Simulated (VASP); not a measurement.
# Ti (Im-3m) in VASP: further runs

Runs on Ti. Level: PBEsol. Tasks: single point.

Everything below comes from runs of VASP 6.6.1. Logs are shortened: lines on timing, memory, paths and dates and some standing lists are left out, and cuts for length are marked.

### Step 1. The cell of the first run

The structure is cubic, space group Im-3m (No. 229). Conventional cell: a = 3.282 Å, b = 3.282 Å, c = 3.282 Å, α = 90.00°, β = 90.00°, γ = 90.00°. Within 3.7 Å of Ti (site symmetry m-3m) lie 14 Ti at 2.84 to 3.28 Å.

### Step 2. Single point, PBEsol

Input file INCAR:

```
SYSTEM = Ti
PREC = Accurate ; ENCUT = 520
EDIFF = 1E-6 ; ISMEAR = 0
SIGMA = 0.1 ; LREAL = .FALSE.
LASPH = .TRUE. ; NELM = 100
ALGO = Normal ; ISIF = 2
LWAVE = .FALSE. ; LCHARG = .TRUE.
GGA = PS ; LELF = .TRUE.
LVHAR = .TRUE. ; NBANDS = 12
```

Input file KPOINTS:

```
Automatic mesh
0
G
  14 14 14
  0 0 0
```

Input file POSCAR:

```
Ti
1.0
    2.8422950000      0.0000000000      0.0000000000
   -0.9474316370      2.6797414353      0.0000000000
   -0.9474316370     -1.3398706547      2.3207241949
Ti
1
Direct
    0.0000000000      0.0000000000      0.0000000000
```

Potentials or basis: VASP PAW PBE potentials, release 64 (Ti_sv).

Started as:

```console
> cat potpaw_PBE.64/Ti_sv/POTCAR > POTCAR
> mpirun -np 1 vasp_std > vasp.out
```

OUTCAR:

```text
SYSTEM = Ti
   PREC = Accurate
   ENCUT = 520
   EDIFF = 1E-6
   ISMEAR = 0
   LREAL = .FALSE.
   LASPH = .TRUE.
   NELM = 100
   ISIF = 2
   GGA = PS

 ion  position               nearest neighbor table
   1  0.000  0.000  0.000-

  LATTYP: Found a body centered cubic cell.
 ALAT       =     3.2819995667

  Lattice vectors:

 A1 = (   2.8422950000,   0.0000000000,   0.0000000000)
 A2 = (  -0.9474316370,   2.6797414353,   0.0000000000)
 A3 = (  -0.9474316370,  -1.3398706547,   2.3207241949)

Analysis of symmetry for initial positions (statically):
=====================================================================
 Subroutine PRICEL returns:
 Original cell was already a primitive cell.

 Routine SETGRP: Setting up the symmetry group for a
 body centered cubic supercell.

 Subroutine GETGRP returns: Found 48 space group operations
 (whereof 48 operations were pure point group operations)
 out of a pool of 48 trial point group operations.

The static configuration has the point symmetry O_h .

Analysis of symmetry for dynamics (positions and initial velocities):
=====================================================================
 Subroutine PRICEL returns:
 Original cell was already a primitive cell.

 Routine SETGRP: Setting up the symmetry group for a
 body centered cubic supercell.

 Subroutine GETGRP returns: Found 48 space group operations
 (whereof 48 operations were pure point group operations)
 out of a pool of 48 trial point group operations.

The dynamic configuration has the point symmetry O_h .

 Subroutine INISYM returns: Found 48 space group operations
 (whereof 48 operations are pure point group operations),
 and found     1 'primitive' translations

----------------------------------------------------------------------------------------

                                     Primitive cell

  volume of cell :      17.6761

  direct lattice vectors                    reciprocal lattice vectors
     2.842295000  0.000000000  0.000000000     0.351828364  0.124390107  0.215449978
    -0.947431637  2.679741435  0.000000000     0.000000000  0.373170332  0.215449978
    -0.947431637 -1.339870655  2.320724195     0.000000000  0.000000000  0.430899976

  length of vectors
     2.842295000  2.842295000  2.842295000     0.430899976  0.430899976  0.430899976

  position of ions in fractional coordinates (direct lattice)
     0.000000000  0.000000000  0.000000000

  ion indices of the primitive-cell ions
   primitive index   ion index
                 1           1

----------------------------------------------------------------------------------------

 KPOINTS: Automatic mesh

Automatic generation of k-mesh.
 Grid dimensions read from file:
 generate k-points for:   14   14   14

 Generating k-lattice:

  Cartesian coordinates                     Fractional coordinates (reciprocal lattice)
     0.025130597  0.008885008  0.015389284     0.071428571  0.000000000 -0.000000000
     0.000000000  0.026655024  0.015389284     0.000000000  0.071428571  0.000000000
     0.000000000  0.000000000  0.030778570     0.000000000  0.000000000  0.071428571

  Length of vectors
     0.030778570  0.030778570  0.030778570

  Shift w.r.t. Gamma in fractional coordinates (k-lattice)
     0.000000000  0.000000000  0.000000000

 Subroutine IBZKPT returns following result:
 ===========================================

 Found    104 irreducible k-points:

 Following reciprocal coordinates:
            Coordinates               Weight
  0.000000  0.000000  0.000000      1.000000
  0.071429  0.000000  0.000000     12.000000
  0.142857  0.000000  0.000000     12.000000
  0.214286  0.000000  0.000000     12.000000
  0.285714 -0.000000  0.000000     12.000000
  0.357143 -0.000000  0.000000     12.000000
[... 16 lines left out ...]
  0.285714  0.285714  0.000000     24.000000
  0.357143  0.285714  0.000000     24.000000
 [... further k-points ...]
   k-points           NKPTS =    104   k-points in BZ     NKDIM =    104   number of bands    NBANDS=     12
   number of dos      NEDOS =    301   number of ions     NIONS =      1
   total plane-waves  NPLWV =  13824
   dimension x,y,z NGX =    24 NGY =   24 NGZ =   24
   dimension x,y,z NGXF=    48 NGYF=   48 NGZF=   48
   ions per type =               1
   NGX,Y,Z   is equivalent  to a cutoff of  14.04, 14.04, 14.04 a.u.
   NGXF,Y,Z  is equivalent  to a cutoff of  28.08, 28.08, 28.08 a.u.
 SYSTEM =  Ti
   PREC   = accura    normal or accurate (medium, high low for compatibility)
   ISTART =      0    job   : 0-new  1-cont  2-samecut
   ICHARG =      2    charge: 1-file 2-atom 10-const
   ISPIN  =      1    spin polarized calculation?
   LNONCOLLINEAR =      F non collinear calculations
   LSORBIT =      F    spin-orbit coupling
   LASPH  =      T    aspherical Exc in radial PAW
   ENCUT  =  520.0 eV  38.22 Ry    6.18 a.u.   5.28  5.28  5.28*2*pi/ulx,y,z
   NELM   =    100;   NELMIN=  2; NELMDL= -5     # of ELM steps
   EDIFF  = 0.1E-05   stopping-criterion for ELM
   LREAL  =      F    real-space projection
   EDIFFG = 0.1E-04   stopping-criterion for IOM
   NSW    =      0    number of steps for IOM
   IBRION =     -1    ionic relax: 0-MD 1-quasi-New 2-CG
   NFREE  =      0    steps in history (QN), initial steepest desc. (CG)
   ISIF   =      2    stress and relaxation
   ISYM   =      2    0-nonsym 1-usesym 2-fastsym
   POTIM  = 0.5000    time-step for ionic-motion
   TEBEG  =    0.0;   TEEND  =   0.0 temperature during run
   PSTRESS=    0.0 pullay stress
   NELECT =      12.0000    total number of electrons
   NUPDOWN=      -1.0000    fix difference up-down
   EMIN   =  10.00;   EMAX   =-10.00  energy-range for DOS
   EFERMI =   0.00;   METHOD = LEGACY
   ISMEAR =     0;   SIGMA  =   0.10  broadening in eV -4-tet -1-fermi 0-gaus
   EFERMI_NEDOS =   21; number of points for ismear=-14 and -15
   IALGO  =     38    algorithm
   IMIX   =      4    mixing-type and parameters
     AMIX     =   0.40;   BMIX     =  1.00
     AMIX_MAG =   1.60;   BMIX_MAG =  1.00
  volume/ion in A,a.u.               =      17.68       119.28
  Fermi-wavevector in a.u.,A,eV,Ry     =   1.438821  2.718977 28.166855  2.070205
  Thomas-Fermi vector in A             =   2.557745
   LORBIT       =      0    0 simple, 1 ext, 2 COOP (PROOUT), +10 PAW based schemes
   GGA     = PS    functional components
   LHFCALC =     F    Hartree Fock is set to
   AEXX    =    0.0000 exact exchange contribution
   IVDW    =     0    specifies the selected vdW correction
   LEPSILON=     F    determine dielectric tensor
   LRPA    =     F    only Hartree local field effects (RPA)
 non-spin polarized calculation
 Gauss-broadening in eV      SIGMA  =   0.10
  energy-cutoff  :      520.00
  volume of cell :       17.68
 maximum number of plane-waves:       490
 NGX is ok and might be reduce to    24
   NGX = 11   NGY = 11   NGZ = 11

 number of electron      12.0000001 magnetization

 Free energy of the ion-electron system (eV)
  ---------------------------------------------------
  ext. energy  EPLUGINS =         0.00000000
  ---------------------------------------------------
  free energy    TOTEN  =        -8.21379875 eV

  energy without entropy =       -8.20052140  energy(sigma->0) =       -8.20716008

 E-fermi :   7.7648     XC(G=0): -11.5487

 val. band max:        7.7594937895   @ k =   0.3571   0.2143   0.0000
 cond. band min:       7.7672642937   @ k =  -0.2857   0.2857   0.2143
 fundamental gap:      0.0077705043
 Fermi energy:         7.7648312356

 k-point     1 :       0.0000    0.0000    0.0000
  band No.  band energies     occupation
      1     -48.5588      2.00000
      2     -24.5290      2.00000
      3     -24.5290      2.00000
      4     -24.5290      2.00000
      5       1.8627      2.00000
      6       8.7425      0.00000
      7       8.7425      0.00000
      8       8.7425      0.00000
      9      10.4762      0.00000
     10      10.4762      0.00000
     11      25.0728      0.00000
     12      25.0728      0.00000

 k-point     2 :       0.0714    0.0000    0.0000
  band No.  band energies     occupation
      1     -48.5527      2.00000
      2     -24.5622      2.00000
      3     -24.5393      2.00000
      4     -24.5292      2.00000
      5       2.0346      2.00000
      6       8.6649      0.00000
      7       8.7203      0.00000
      8       8.8669      0.00000
      9      10.3872      0.00000
     10      10.4809      0.00000
     11      24.7904      0.00000
     12      25.0474      0.00000

 k-point     3 :       0.1429    0.0000    0.0000
  band No.  band energies     occupation
      1     -48.5355      2.00000
      2     -24.6545      2.00000
      3     -24.5679      2.00000
      4     -24.5298      2.00000
      5       2.5305      2.00000
      6       8.4546      0.00000
      7       8.6103      0.00000
      8       9.2283      0.00000
      9      10.2208      0.00000
     10      10.4999      0.00000
     11      23.8751      0.00000
     12      24.7511      0.00000
[... 286 lines left out ...]
 k-point    23 :       0.2857    0.2857    0.0000
  band No.  band energies     occupation
      1     -48.4232      2.00000
      2     -25.0439      2.00000
      3     -24.8704      2.00000
      4     -24.6040      2.00000
      5       6.5159      2.00000
      6       7.1408      2.00000
      7       7.6086      1.97288
      8      10.4580      0.00000
      9      10.8463      0.00000
     10      13.8706      0.00000
     11      17.1824      0.00000
     12      17.3524      0.00000

 k-point    24 :       0.3571    0.2857    0.0000
  band No.  band energies     occupation
      1     -48.4193      2.00000
      2     -25.0186      2.00000
      3     -24.9187      2.00000
      4     -24.6073      2.00000
      5       6.6889      2.00000
      6       7.2453      2.00000
      7       7.4208      2.00000
      8      10.5745      0.00000
      9      10.8022      0.00000
     10      14.7836      0.00000
     11      16.0783      0.00000
     12      17.0918      0.00000

 [... further k-points ...]
[... 5 lines left out ...]
  --------------------------------------------------------------------------------------
  -------------------------------------------------------------------------------------
  Total       -0.7575542     -0.7575542     -0.7575542     -0.0000000     -0.0000000     -0.0000000
  in kB      -68.6655183    -68.6655188    -68.6655210     -0.0000008     -0.0000019     -0.0000013
  external PRESSURE =     -68.6655194 kB  Pullay stress =       0.0000000 kB

 VOLUME and BASIS-vectors are now :
 -----------------------------------------------------------------------------
  energy-cutoff  :      520.00
  volume of cell :       17.68
      direct lattice vectors                 reciprocal lattice vectors
     2.842295000  0.000000000  0.000000000     0.351828364  0.124390107  0.215449978
    -0.947431637  2.679741435  0.000000000     0.000000000  0.373170332  0.215449978
    -0.947431637 -1.339870655  2.320724195     0.000000000  0.000000000  0.430899976

 POSITION                                       TOTAL-FORCE (eV/Angst)
 -----------------------------------------------------------------------------------
      0.00000      0.00000      0.00000        -0.000000      0.000000      0.000000
 -----------------------------------------------------------------------------------
    total drift:                               -0.000000     -0.000000      0.000000

  FREE ENERGIE OF THE ION-ELECTRON SYSTEM (eV)
  ---------------------------------------------------
  free  energy   TOTEN  =        -8.2137987518 eV

  energy  without entropy=       -8.2005214049  energy(sigma->0) =       -8.20716008
```

It took 7 s on 1 thread of Intel Xeon 6975P-C (Granite Rapids), shared host; peak memory 0.14 GiB.

Results:

```
Free energy            : -8.2138 eV
Pressure               : -6.9 GPa
Band gap on the k mesh : zero (band 6 reaches 8.74 eV, above the bottom of band 7 at 7.12 eV)
```

Levels at points of the mesh, in eV from the Fermi level:
```csv
k point,band 3,band 4,band 5,band 6,band 7,band 8,band 9,band 10
"(0.00, 0.00, 0.00)",-32.29,-32.29,-5.90,0.98,0.98,0.98,2.71,2.71
"(0.50, 0.00, 0.00)",-32.50,-32.30,-2.41,-0.38,1.11,2.69,3.04,4.20
"(0.50, 0.50, 0.50)",-32.74,-32.74,-2.03,-2.03,3.86,3.86,3.86,8.22
```

Caveat: the PAW data sets were made with another functional, which shifts forces and pressure a little.

### Step 3. Single point, PBEsol

Input file INCAR:

```
SYSTEM = Ti
PREC = Accurate
ENCUT = 520
EDIFF = 1E-6
ISMEAR = 0
SIGMA = 0.05
LREAL = .False.
LASPH = .True.
NELM = 80
ALGO = Normal
ISIF = 2
LWAVE = .False.
LCHARG = .False.
GGA = PS
NBANDS = 12
```

Input file KPOINTS:

```
Automatic mesh
0
Gamma
  14 14 14
  0 0 0
```

POSCAR is that of step 2.

Potentials or basis: VASP PAW PBE potentials, release 64 (Ti_sv).

Started as:

```console
> cat potpaw_PBE.64/Ti_sv/POTCAR > POTCAR
> mpirun -np 1 vasp_std > vasp.out
```

Run time: 6.7 s. Hardware: 1 thread of Intel Xeon 6975P-C (Granite Rapids), shared host; peak memory 0.14 GiB.

The run converged. Its results:

| Property | Result |
| --- | --- |
| Free energy | -8.2084 eV |
| Pressure | -6.9 GPa |
| Band gap on the k mesh | zero (band 6 reaches 8.74 eV, above the bottom of band 7 at 7.12 eV) |

Levels at points of the mesh, in eV from the Fermi level:
| k point | band 3 | band 4 | band 5 | band 6 | band 7 | band 8 | band 9 | band 10 |
| --- | --- | --- | --- | --- | --- | --- | --- | --- |
| (0.00, 0.00, 0.00) | -32.29 | -32.29 | -5.90 | 0.98 | 0.98 | 0.98 | 2.72 | 2.72 |
| (0.50, 0.00, 0.00) | -32.49 | -32.29 | -2.40 | -0.37 | 1.12 | 2.70 | 3.04 | 4.21 |
| (0.50, 0.50, 0.50) | -32.73 | -32.73 | -2.03 | -2.03 | 3.86 | 3.86 | 3.86 | 8.23 |

Caveat: the PAW data sets were made with another functional, which shifts forces and pressure a little.

### Step 4. Single point, PBEsol

Input file INCAR:

```
PREC = Accurate
ENCUT = 520
EDIFF = 1E-6
ISMEAR = 0
SIGMA = 0.025
LREAL = False
LASPH = True
NELM = 100
ALGO = Normal
ISIF = 2
LWAVE = False
LCHARG = False
GGA = PS
NBANDS = 12
```

Input file KPOINTS:

```
Automatic mesh
0
Gamma
  14 14 14
```

POSCAR is that of step 3.

Started as:

```console
> cat potpaw_PBE.64/Ti_sv/POTCAR > POTCAR
> mpirun -np 1 vasp_std > vasp.out
```

It took 7.3 s on 1 thread of Intel Xeon 6975P-C (Granite Rapids), shared host; peak memory 0.15 GiB.

The run converged. Its results:

```yaml
Free_energy: -8.2067 eV
Pressure: -6.9 GPa
Band_gap_on_the_k_mesh: zero (band 6 reaches 8.74 eV, above the bottom of band 7 at 7.12 eV)
```

Levels at points of the mesh, in eV from the Fermi level:
```csv
k point,band 2,band 3,band 4,band 5,band 6,band 7,band 8,band 9,band 10,band 11
"(0.00, 0.00, 0.00)",-32.29,-32.29,-32.29,-5.90,0.98,0.98,0.98,2.72,2.72,17.31
"(0.50, 0.00, 0.00)",-32.93,-32.49,-32.29,-2.40,-0.37,1.12,2.70,3.05,4.21,8.60
"(0.50, 0.50, 0.50)",-32.73,-32.73,-32.73,-2.03,-2.03,3.87,3.87,3.87,8.23,8.23
```

Caveat: the PAW data sets were made with another functional, which shifts forces and pressure a little.

### Step 5. Overview

| smearing | gap on the mesh (eV) | pressure (GPa) |
| --- | --- | --- |
| gaussian 0.1 eV | none | -6.9 |
| gaussian 0.05 eV | none | -6.9 |
| gaussian 0.025 eV | none | -6.9 |

Alike in all rows: task single point; level PBEsol; potentials or basis VASP PAW PBE potentials, release 64 (Ti_sv); no spin polarisation; cell as given; k mesh 14 × 14 × 14; cutoff (eV) 520.

Every run on the cell as given and a fine mesh finds a metal.

Caveats: the PAW data sets were made with another functional, which shifts forces and pressure a little.

Absolute energies hang on the potentials; compare differences alone.
